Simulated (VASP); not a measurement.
Wanted: the native input for a VASP 6.6.1 run.

```
Task                   : single point
Functional             : RPBE
Potentials or basis    : VASP PAW PBE potentials, release 64 (Si, C)
Cutoff                 : 600 eV
k mesh                 : 10 × 10 × 10
Occupations            : fermi-dirac, width 0.05 eV
Spin                   : no spin polarisation
Dipole correction      : no
Further INCAR settings : ALGO = Normal; EDIFF = 1e-06; NBANDS = 11
```

The structure of SiC (Moissanite 3C) lies in POSCAR:

```
SiC
1.0
    0.0000000000      2.1643753983      2.1643753983
    2.1643753983      0.0000000000      2.1643753983
    2.1643753983      2.1643753983      0.0000000000
Si C
1 1
Direct
    0.0000000000      0.0000000000      0.0000000000
    0.7500000000      0.7500000000      0.7500000000
```

These files were run (other wordings do the same):

INCAR

```
SYSTEM = SiC
PREC = Accurate
ENCUT = 600
EDIFF = 1E-6
ISMEAR = -1
SIGMA = 0.05
LREAL = .False.
LASPH = .True.
NELM = 120
ALGO = Normal
ISIF = 2
LWAVE = .False.
LCHARG = .False.
GGA = RP
NBANDS = 11
GGA_COMPAT = .False.
```

KPOINTS

```
regular mesh
0
Gamma
  10 10 10
  0 0 0
```

Potentials or basis: VASP PAW PBE potentials, release 64 (Si, C).

The run is started by

```bash
$ cat potpaw_PBE.64/Si/POTCAR potpaw_PBE.64/C/POTCAR > POTCAR
$ mpirun -np 1 vasp_std > vasp.out
```

It gave:

```
Pressure               : 10.7 GPa
Band gap on the k mesh : 1.34 eV, indirect (least direct gap 4.56 eV)
```

Caveat: the PAW data sets were made with another functional, which shifts forces and pressure a little.

Wall time 19 s on 1 thread of AMD EPYC 7R43 64-Core Processor (Zen 3), on a shared host, peak memory 0.1 GiB.
